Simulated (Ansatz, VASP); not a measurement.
## One calculation of NaF, two programs

The input INCAR:

```
  PREC = Accurate
  ENCUT = 520
  EDIFF = 1E-7
  ISMEAR = 0
  SIGMA = 0.05
  LREAL = False
  LASPH = True
  NELM = 60
  ALGO = Normal
  ISIF = 2
  LWAVE = False
  LCHARG = False
  GGA = PS
  NBANDS = 14
```

Contents of KPOINTS:

```
regular mesh
0
Gamma
  8 8 8
```

Contents of POSCAR:

```
NaF
1.0
    0.0000000000      2.3813825000      2.2652175000
    2.3813825000      0.0000000000      2.2652175000
    2.3813825000      2.3813825000      0.0000000000
Na F
1 1
Direct
    0.0000000000      0.0000000000      0.0000000000
    0.5000000000      0.5000000000      0.5000000000
```

Input for Ansatz:

```yaml
crystal:
  lattice:
    - [0.0, 2.3813825, 2.2652175]
    - [2.3813825, 0.0, 2.2652175]
    - [2.3813825, 2.3813825, 0.0]
  atoms:
    - { symbol: Na, position: [0.0, 0.0, 0.0] }
    - { symbol: F, position: [0.5, 0.5, 0.5] }
basis:
  ecutwfc: 420
kpoints:
  mp_grid: { grid: [8, 8, 8] }
hamiltonian:
  xc: pbesol
scf:
  occupations: { method: gaussian, width: 0.05 }
output:
  forces: true
  stress: true
  eigenvalues: true
```

Change from the starting cell: strain +0.025 along x and y, -0.025 along z, atoms carried along.

Alike in both runs: task single point; functional PBEsol; k mesh 8 × 8 × 8; occupations gaussian, width 0.05 eV; no spin polarisation.

|  | VASP | Ansatz |
| --- | --- | --- |
| version | VASP 6.6.1 | Ansatz 0.2.0 |
| potentials or method | VASP PAW PBE potentials, release 64 (Na_pv, F), cutoff 520 eV | scalar-relativistic, plane waves, PAW |
| valence electrons in the cell | 14 | 16 |

|  | VASP | Ansatz | Ansatz less VASP |
| --- | --- | --- | --- |
| gap on the k mesh at the Fermi level (eV) | 5.99 | 6.01 | +0.020 |
| least direct gap on the mesh (eV) | 5.99 | 6.01 | +0.020 |
| pressure (GPa) | -1.3 | -1.3 | +0.05 |
| traceless stress, the component that is largest in VASP (GPa) | 2.51 | 2.40 | -0.112 |

VASP's potentials were made for PBE, not for PBEsol. VASP's potentials hold 14 valence electrons a cell and Ansatz's 16, so a difference there can come from the potentials and not from the codes.
